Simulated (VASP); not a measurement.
Set up this calculation in VASP 6.6.1, as the native input.

| Item | Value |
| --- | --- |
| Task | relaxation of cell and atoms |
| Functional | PBEsol |
| Potentials or basis | VASP PAW PBE potentials, release 64 (Rh_pv, Pt) |
| Cutoff | 500 eV |
| k mesh | 6 × 6 × 6 |
| Occupations | fermi-dirac, width 0.05 eV |
| Spin | no spin polarisation |
| Dipole correction | no |
| Further INCAR settings | ALGO = Normal; EDIFF = 1e-07; IBRION = 2; EDIFFG = -0.02; NSW = 60; ISIF = 3 |

The structure of Pt3Rh lies in POSCAR:

```
Pt3Rh
1.0
    3.9100000000      0.0000000000      0.0000000000
    0.0000000000      3.9100000000      0.0000000000
    0.0000000000      0.0000000000      3.9100000000
Rh Pt
1 3
Direct
    0.0000000000      0.0000000000      0.0000000000
    0.0000000000      0.5000000000      0.5000000000
    0.5000000000      0.0000000000      0.5000000000
    0.5000000000      0.5000000000      0.0000000000
```

These files were run (other wordings do the same):

INCAR

```
SYSTEM = Pt3Rh
PREC = Accurate
ENCUT = 500
EDIFF = 1E-7
ISMEAR = -1
SIGMA = 0.05
LREAL = .False.
LASPH = .True.
NELM = 120
ALGO = Normal
ISIF = 3
LWAVE = .False.
LCHARG = .False.
GGA = PS
IBRION = 2
NSW = 60
EDIFFG = -0.02
GGA_COMPAT = .False.
NELMIN = 4
```

KPOINTS

```
Automatic mesh
0
Gamma
  6 6 6
  0 0 0
```

Potentials or basis: VASP PAW PBE potentials, release 64 (Rh_pv, Pt).

The run is started by

```sh
$ cat potpaw_PBE.64/Rh_pv/POTCAR potpaw_PBE.64/Pt/POTCAR > POTCAR
$ mpirun -np 1 vasp_std > vasp.out
```

It gave:

```yaml
Relaxed_volume: 14.65 Å³/atom
Relaxed_cell: a = 3.884 Å, b = 3.884 Å, c = 3.884 Å, α = 90.00°, β = 90.00°, γ = 90.00°
Space_group_after_relaxing_to_0.05_Å: Pm-3m (No. 221)
Energy_gained_by_relaxing: 5.5 meV/atom
Ionic_steps: 3
Pressure_after_relaxing: -0.1 GPa
```

Caveat: the PAW data sets were made with another functional, which shifts forces and pressure a little.

It took 2.4 min on 1 thread of Intel Xeon 8259CL, with other jobs on the host, peak memory 0.19 GiB.
